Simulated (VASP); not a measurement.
Write the native input for VASP 6.6.1 that does the following.

```
Task                   : electric field gradients
Functional             : LDA
Potentials or basis    : VASP PAW LDA potentials, release 64 (In_d)
Cutoff                 : 520 eV
k mesh                 : 14 × 14 × 14
Occupations            : fermi-dirac, width 0.05 eV
Spin                   : no spin polarisation
Dipole correction      : no
Further INCAR settings : ALGO = Normal; EDIFF = 1e-08; NBANDS = 12
```

The structure of In lies in POSCAR:

```
In
1.0
   -1.6475491645      1.6475491645      2.5065057071
    1.6475491645     -1.6475491645      2.5065057071
    1.6475491645      1.6475491645     -2.5065057071
In
1
Direct
    0.0000000000      0.0000000000      0.0000000000
```

One way to write it, as run:

INCAR

```
  PREC = Accurate
  ENCUT = 520
  EDIFF = 1E-8
  ISMEAR = -1
  SIGMA = 0.05
  LREAL = False
  LASPH = True
  NELM = 100
  ALGO = Normal
  ISIF = 2
  LWAVE = False
  LCHARG = False
  GGA = CA
  LEFG = True
  NBANDS = 12
```

KPOINTS

```
Automatic mesh
0
Gamma
  14 14 14
```

Potentials or basis: VASP PAW LDA potentials, release 64 (In_d).

Run with:

```sh
$ cat potpaw_LDA.64/In_d/POTCAR > POTCAR
$ mpirun -np 1 vasp_std > vasp.out
```

Results of the run:

The pressure is -4.0 GPa, the band gap on the k mesh is zero (an odd number of electrons rules out a gap without spin polarisation) and the largest electric field gradient by atom is In +20.6 V/Å².

Caveat: the cell stands under tension; without QUAD_EFG the Cq values of the log hold for a quadrupole moment of 1 mb, not for the nuclei; spin-orbit coupling is left out, which moves the levels of the heavy elements.

Wall time 64 s on 1 thread of Intel(R) Xeon(R) 6975P-C (Granite Rapids) (shared host), peak memory 0.19 GiB.
